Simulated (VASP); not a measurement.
Input of a VASP 6.6.1 run:

Contents of INCAR:

```
SYSTEM = Ti3W2
PREC = Accurate
ENCUT = 600
EDIFF = 1E-6
ISMEAR = 0
SIGMA = 0.1
LREAL = .FALSE.
LASPH = .TRUE.
NELM = 60
ALGO = Fast
ISIF = 3
LWAVE = .FALSE.
LCHARG = .FALSE.
GGA = PE
IBRION = 2
NSW = 90
EDIFFG = -0.04
```

The input KPOINTS:

```
regular mesh
0
G
  6 6 1
  0 0 0
```

The input POSCAR:

```
Ti3W2
1.0
    2.8179692000      0.0000000000      0.0000000000
   -1.4089846000      2.4404329100      0.0000000000
    0.0000000000      0.0000000000     22.5250105400
Ti W
6 4
Direct
    0.3333333300      0.6666666700      0.0500000000
    0.3333333300      0.6666666700      0.2500000000
    0.3333333300      0.6666666700      0.4500000000
    0.6666666700      0.3333333300      0.9500000000
    0.6666666700      0.3333333300      0.5500000000
    0.6666666700      0.3333333300      0.7500000000
    0.3333333300      0.6666666700      0.8500000000
    0.3333333300      0.6666666700      0.6500000000
    0.6666666700      0.3333333300      0.1500000000
    0.6666666700      0.3333333300      0.3500000000
```

Potentials or basis: VASP PAW PBE potentials, release 64 (Ti_sv, W_sv).

Run with:

```console
$ cat potpaw_PBE.64/Ti_sv/POTCAR potpaw_PBE.64/W_sv/POTCAR > POTCAR
$ mpirun -np 1 vasp_std > vasp.out
```

Q: What does it give for the relaxed cell?

A: a = 2.846 Å, b = 2.846 Å, c = 23.804 Å, α = 90.00°, β = 90.00°, γ = 120.00°.

Q: What does it give for the relaxed volume?

A: 16.70 Å³/atom.

Q: Estimate the band gap on the k mesh.

A: Zero (band 64 reaches 9.94 eV, above the bottom of band 65 at 8.97 eV).

Q: What does it give for the space group after relaxing (to 0.05 Å)?

A: P6_3/mmc (No. 194).

Final structure:
```xyz
10
Lattice="2.8465 0.0000 0.0000 -1.4232 2.4651 0.0000 0.0000 0.0000 23.8038" Properties=species:S:1:pos:R:3 pbc="T T T"
Ti    0.0000    1.6434    1.1801
Ti    0.0000    1.6434    5.9509
Ti    0.0000    1.6434   10.7218
Ti    1.4232    0.8217   22.6236
Ti    1.4232    0.8217   13.0820
Ti    1.4232    0.8217   17.8528
W     0.0000    1.6434   20.2310
W     0.0000    1.6434   15.4747
W     1.4232    0.8217    3.5728
W     1.4232    0.8217    8.3291
```

Caveat: the k points lie up to 0.42 Å⁻¹ apart in the final cell; spin-orbit coupling is left out, which moves the levels of the heavy elements.
